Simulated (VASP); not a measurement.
# Cu (Cmcm) in VASP: notebook

Cu is run at these levels: PBEsol; tasks: single point.

All numbers are computed with VASP 6.6.1; they aren't measurements. Logs are shortened: lines on timing, memory, paths and dates and some standing lists are left out, and cuts for length are marked.

### 1 The cell of the first run

Symmetry: Cmcm, No. 63, orthorhombic system. Conventional cell: a = 2.193 Å, b = 7.953 Å, c = 2.475 Å, α = 90.00°, β = 90.00°, γ = 90.00°. Within 2.9 Å of Cu (site symmetry m2m) lie 10 Cu at 2.19 to 2.48 Å.

### 2 Single point, PBEsol (strain -0.1000 x Voigt [1, 0, 0, 0, 0, 0])

INCAR

```
SYSTEM = Cu
ALGO     = Fast           ! electronic algorithm
EDIFF    = 1E-7           ! SCF threshold, eV
ENCUT    = 520            ! plane-wave cutoff, eV
GGA      = PS             ! functional
ISIF     = 2              ! what is computed and relaxed
ISMEAR   = 0              ! smearing method
LASPH    = .TRUE.         ! aspherical terms in the spheres
LCHARG   = .FALSE.        ! write CHGCAR
LREAL    = .FALSE.        ! projectors in reciprocal space
LWAVE    = .FALSE.        ! write WAVECAR
NBANDS   = 18             ! bands
NELM     = 80             ! most SCF steps
PREC     = Accurate       ! precision mode
SIGMA    = 0.15           ! smearing width, eV
```

KPOINTS

```
k-points
0
G
  20 20 20
  0 0 0
```

POSCAR

```
Cu
1.0
    1.0966173210     -3.9763780104      0.0000000000
    1.0966173210      3.9763780104      0.0000000000
    0.0000000000      0.0000000000      2.4754955235
Cu
2
Direct
    0.1338666500      0.8661333500      0.2500000000
    0.8661333500      0.1338666500      0.7500000000
```

Potentials or basis: VASP PAW PBE potentials, release 64 (Cu).

Command:

```console
> cat potpaw_PBE.64/Cu/POTCAR > POTCAR
> mpirun -np 1 vasp_std > vasp.out
```

OUTCAR:

```text
SYSTEM = Cu
   EDIFF = 1E-7
   ENCUT = 520
   GGA = PS
   ISIF = 2
   ISMEAR = 0
   LASPH = .TRUE.
   LREAL = .FALSE.
   NELM = 80
   PREC = Accurate

 ion  position               nearest neighbor table
   1  0.134  0.866  0.250-   2 2.46   2 2.46   2 2.48   2 2.48   2 2.48   2 2.48
   2  0.866  0.134  0.750-   1 2.46   1 2.46   1 2.48   1 2.48   1 2.48   1 2.48

  LATTYP: Found a base centered orthorhombic cell.
 ALAT       =     2.1932346420
 B/A-ratio  =     3.6260397627
 C/A-ratio  =     1.1286961623

  Lattice vectors:

 A1 = (   1.0966173210,  -3.9763780104,   0.0000000000)
 A2 = (   1.0966173210,   3.9763780104,   0.0000000000)
 A3 = (   0.0000000000,   0.0000000000,   2.4754955235)

Analysis of symmetry for initial positions (statically):
=====================================================================
 Subroutine PRICEL returns:
 Original cell was already a primitive cell.

 Routine SETGRP: Setting up the symmetry group for a
 base centered orthorhombic supercell.

 Subroutine GETGRP returns: Found  8 space group operations
 (whereof  4 operations were pure point group operations)
 out of a pool of  8 trial point group operations.

The static configuration has the point symmetry C_2h.
 The point group associated with its full space group is D_2h.

Analysis of symmetry for dynamics (positions and initial velocities):
=====================================================================
 Subroutine PRICEL returns:
 Original cell was already a primitive cell.

 Routine SETGRP: Setting up the symmetry group for a
 base centered orthorhombic supercell.

 Subroutine GETGRP returns: Found  8 space group operations
 (whereof  4 operations were pure point group operations)
 out of a pool of  8 trial point group operations.

The dynamic configuration has the point symmetry C_2h.
 The point group associated with its full space group is D_2h.

 Subroutine INISYM returns: Found  8 space group operations
 (whereof  4 operations are pure point group operations),
 and found     1 'primitive' translations

----------------------------------------------------------------------------------------

                                     Primitive cell

  volume of cell :      21.5891

  direct lattice vectors                    reciprocal lattice vectors
     1.096617321 -3.976378010  0.000000000     0.455947568 -0.125742572  0.000000000
     1.096617321  3.976378010  0.000000000     0.455947568  0.125742572  0.000000000
     0.000000000  0.000000000  2.475495523     0.000000000  0.000000000  0.403959527

  length of vectors
     4.124821406  4.124821406  2.475495523     0.472968687  0.472968687  0.403959527

  position of ions in fractional coordinates (direct lattice)
     0.133866650  0.866133350  0.250000000
     0.866133350  0.133866650  0.750000000

  ion indices of the primitive-cell ions
   primitive index   ion index
                 1           1
                 2           2

----------------------------------------------------------------------------------------

 KPOINTS: k-points

Automatic generation of k-mesh.
 Grid dimensions read from file:
 generate k-points for:   20   20   20

 Generating k-lattice:

  Cartesian coordinates                     Fractional coordinates (reciprocal lattice)
     0.022797378 -0.006287129  0.000000000     0.050000000 -0.000000000  0.000000000
     0.022797378  0.006287129  0.000000000    -0.000000000  0.050000000  0.000000000
     0.000000000  0.000000000  0.020197976     0.000000000  0.000000000  0.050000000

  Length of vectors
     0.023648434  0.023648434  0.020197976

  Shift w.r.t. Gamma in fractional coordinates (k-lattice)
     0.000000000  0.000000000  0.000000000

 Subroutine IBZKPT returns following result:
 ===========================================

 Found   1221 irreducible k-points:

 Following reciprocal coordinates:
            Coordinates               Weight
  0.000000  0.000000  0.000000      1.000000
  0.050000 -0.000000  0.000000      4.000000
  0.100000 -0.000000  0.000000      4.000000
  0.150000 -0.000000  0.000000      4.000000
  0.200000 -0.000000  0.000000      4.000000
  0.250000 -0.000000  0.000000      4.000000
[... 16 lines left out ...]
 -0.400000  0.050000  0.000000      4.000000
 -0.350000  0.050000  0.000000      4.000000
 [... further k-points ...]
   k-points           NKPTS =   1221   k-points in BZ     NKDIM =   1221   number of bands    NBANDS=     18
   number of dos      NEDOS =    301   number of ions     NIONS =      2
   total plane-waves  NPLWV =  18432
   dimension x,y,z NGX =    32 NGY =   32 NGZ =   18
   dimension x,y,z NGXF=    64 NGYF=   64 NGZF=   36
   ions per type =               2
   NGX,Y,Z   is equivalent  to a cutoff of  12.90, 12.90, 12.09 a.u.
   NGXF,Y,Z  is equivalent  to a cutoff of  25.79, 25.79, 24.18 a.u.
 SYSTEM =  Cu
   PREC   = accura    normal or accurate (medium, high low for compatibility)
   ISTART =      0    job   : 0-new  1-cont  2-samecut
   ICHARG =      2    charge: 1-file 2-atom 10-const
   ISPIN  =      1    spin polarized calculation?
   LNONCOLLINEAR =      F non collinear calculations
   LSORBIT =      F    spin-orbit coupling
   LASPH  =      T    aspherical Exc in radial PAW
   ENCUT  =  520.0 eV  38.22 Ry    6.18 a.u.   7.67  7.67  4.60*2*pi/ulx,y,z
   NELM   =     80;   NELMIN=  2; NELMDL= -5     # of ELM steps
   EDIFF  = 0.1E-06   stopping-criterion for ELM
   LREAL  =      F    real-space projection
   EDIFFG = 0.1E-05   stopping-criterion for IOM
   NSW    =      0    number of steps for IOM
   IBRION =     -1    ionic relax: 0-MD 1-quasi-New 2-CG
   NFREE  =      0    steps in history (QN), initial steepest desc. (CG)
   ISIF   =      2    stress and relaxation
   ISYM   =      2    0-nonsym 1-usesym 2-fastsym
   POTIM  = 0.5000    time-step for ionic-motion
   TEBEG  =    0.0;   TEEND  =   0.0 temperature during run
   PSTRESS=    0.0 pullay stress
   NELECT =      22.0000    total number of electrons
   NUPDOWN=      -1.0000    fix difference up-down
   EMIN   =  10.00;   EMAX   =-10.00  energy-range for DOS
   EFERMI =   0.00;   METHOD = LEGACY
   ISMEAR =     0;   SIGMA  =   0.15  broadening in eV -4-tet -1-fermi 0-gaus
   EFERMI_NEDOS =   21; number of points for ismear=-14 and -15
   IALGO  =     68    algorithm
   IMIX   =      4    mixing-type and parameters
     AMIX     =   0.40;   BMIX     =  1.00
     AMIX_MAG =   1.60;   BMIX_MAG =  1.00
  volume/ion in A,a.u.               =      10.79        72.85
  Fermi-wavevector in a.u.,A,eV,Ry     =   1.647419  3.113171 36.926070  2.713990
  Thomas-Fermi vector in A             =   2.736881
   LORBIT       =      0    0 simple, 1 ext, 2 COOP (PROOUT), +10 PAW based schemes
   GGA     = PS    functional components
   LHFCALC =     F    Hartree Fock is set to
   AEXX    =    0.0000 exact exchange contribution
   IVDW    =     0    specifies the selected vdW correction
   LEPSILON=     F    determine dielectric tensor
   LRPA    =     F    only Hartree local field effects (RPA)
 non-spin polarized calculation
 RMM-DIIS sequential band-by-band and
 Gauss-broadening in eV      SIGMA  =   0.15
  energy-cutoff  :      520.00
  volume of cell :       21.59
 maximum number of plane-waves:       599
   NGX = 15   NGY = 15   NGZ =  9

 number of electron      21.9999990 magnetization

 Free energy of the ion-electron system (eV)
  ---------------------------------------------------
  ext. energy  EPLUGINS =         0.00000000
  ---------------------------------------------------
  free energy    TOTEN  =        -7.98053307 eV

  energy without entropy =       -7.97438869  energy(sigma->0) =       -7.97746088

 E-fermi :   8.5452     XC(G=0): -13.4026

 val. band max:        8.5442009228   @ k =   0.4000   0.1000   0.0500
 cond. band min:       8.5453165389   @ k =  -0.4000   0.2500   0.2500
 fundamental gap:      0.0011156160
 Fermi energy:         8.5451721249

 k-point     1 :       0.0000    0.0000    0.0000
  band No.  band energies     occupation
      1      -1.5200      2.00000
      2       2.8974      2.00000
      3       3.5858      2.00000
      4       4.0286      2.00000
      5       5.1313      2.00000
      6       5.5516      2.00000
[... 10 lines left out ...]
     17      32.0653      0.00000
     18      32.6675      0.00000

 k-point     2 :       0.0500   -0.0000    0.0000
  band No.  band energies     occupation
      1      -1.4296      2.00000
      2       2.9510      2.00000
      3       3.6237      2.00000
      4       4.0739      2.00000
      5       5.1448      2.00000
      6       5.5494      2.00000
[... 10 lines left out ...]
     17      31.0488      0.00000
     18      31.2632      0.00000

 k-point     3 :       0.1000   -0.0000    0.0000
  band No.  band energies     occupation
      1      -1.1611      2.00000
      2       3.1002      2.00000
      3       3.7398      2.00000
      4       4.2077      2.00000
      5       5.1840      2.00000
      6       5.5235      2.00000
[... 10 lines left out ...]
     17      29.3868      0.00000
     18      31.3607      0.00000

 k-point     4 :       0.1500   -0.0000    0.0000
  band No.  band energies     occupation
      1      -0.7229      2.00000
      2       3.3098      2.00000
      3       3.9383      2.00000
      4       4.4205      2.00000
      5       5.2439      2.00000
      6       5.2511      2.00000
[... 375 lines left out ...]
      4       5.1821      2.00000
      5       5.3566      2.00000
      6       5.3950      2.00000
[... 10 lines left out ...]
     17      29.6306      0.00000
     18      30.7029      0.00000

 k-point    23 :      -0.4000    0.0500    0.0000
  band No.  band energies     occupation
      1       2.2713      2.00000
      2       3.5287      2.00000
      3       4.4743      2.00000
      4       4.9567      2.00000
      5       5.4235      2.00000
      6       5.4268      2.00000
[... 10 lines left out ...]
     17      29.3043      0.00000
     18      30.3632      0.00000

 k-point    24 :      -0.3500    0.0500    0.0000
  band No.  band energies     occupation
      1       1.5090      2.00000
      2       3.6415      2.00000
      3       4.3846      2.00000
      4       4.7132      2.00000
      5       5.3814      2.00000
      6       5.4505      2.00000
[... 10 lines left out ...]
     17      29.7856      0.00000
     18      31.8067      0.00000

 [... further k-points ...]

------------------------ aborting loop because EDIFF is reached ----------------------------------------

  FORCE on cell =-STRESS in cart. coord.  units (eV):
  Direction    XX          YY          ZZ          XY          YZ          ZX
  --------------------------------------------------------------------------------------
  -------------------------------------------------------------------------------------
  Total        7.1716806      1.0764648      0.6409283      0.0000000      0.0000000      0.0000000
  in kB      532.2266475     79.8868916     47.5647389      0.0000000      0.0000000      0.0000000
  external PRESSURE =     219.8927593 kB  Pullay stress =       0.0000000 kB

 VOLUME and BASIS-vectors are now :
 -----------------------------------------------------------------------------
  energy-cutoff  :      520.00
  volume of cell :       21.59
      direct lattice vectors                 reciprocal lattice vectors
     1.096617321 -3.976378010  0.000000000     0.455947568 -0.125742572  0.000000000
     1.096617321  3.976378010  0.000000000     0.455947568  0.125742572  0.000000000
     0.000000000  0.000000000  2.475495523     0.000000000  0.000000000  0.403959527

 POSITION                                       TOTAL-FORCE (eV/Angst)
 -----------------------------------------------------------------------------------
      1.09662      2.91177      0.61887         0.000000      0.418496     -0.000000
      1.09662     -2.91177      1.85662         0.000000     -0.418496      0.000000
 -----------------------------------------------------------------------------------
    total drift:                                0.000000      0.000000      0.000000

  FREE ENERGIE OF THE ION-ELECTRON SYSTEM (eV)
  ---------------------------------------------------
  free  energy   TOTEN  =        -7.9805330693 eV

  energy  without entropy=       -7.9743886859  energy(sigma->0) =       -7.97746088
```

Wall time 4.5 min (1 thread of Intel Xeon 6975P-C (Granite Rapids), shared host); peak memory 0.48 GiB.

What came out:

```
Free energy            : -7.9805 eV
Pressure               : 22.0 GPa
Largest force          : 0.418 eV/Å
Band gap on the k mesh : zero (bands 11 and 12 overlap by 6.27 eV)
```

Forces in eV/Å, atoms in the order of the input:
```
Cu   0.000  0.418  0.000
Cu   0.000 -0.418  0.000
```

Levels at points of the mesh, in eV from the Fermi level:
```
           k point  band 9  band 10  band 11  band 12  band 13  band 14
(0.00, 0.00, 0.00)   -1.76    -1.63    -1.57    -0.88     4.59    13.87
(0.50, 0.00, 0.00)   -2.40    -1.82     0.06     2.19     3.72     8.27
(0.50, 0.50, 0.00)   -2.46    -1.84    -1.56    -1.50    13.03    14.93
(0.00, 0.00, 0.50)   -1.65    -1.65    -0.31    -0.31     7.66     7.66
(0.50, 0.00, 0.50)   -1.11    -1.11     4.37     4.37     8.37     8.37
(0.50, 0.50, 0.50)   -1.87    -1.87    -1.58    -1.58     3.48     3.48
```

Caveat: the cell differs from its parent crystal (strain -0.1000 x Voigt [1, 0, 0, 0, 0, 0]); the cell stands under pressure; the PAW data sets were made with another functional, which shifts forces and pressure a little.

[end of part 1 of 2]
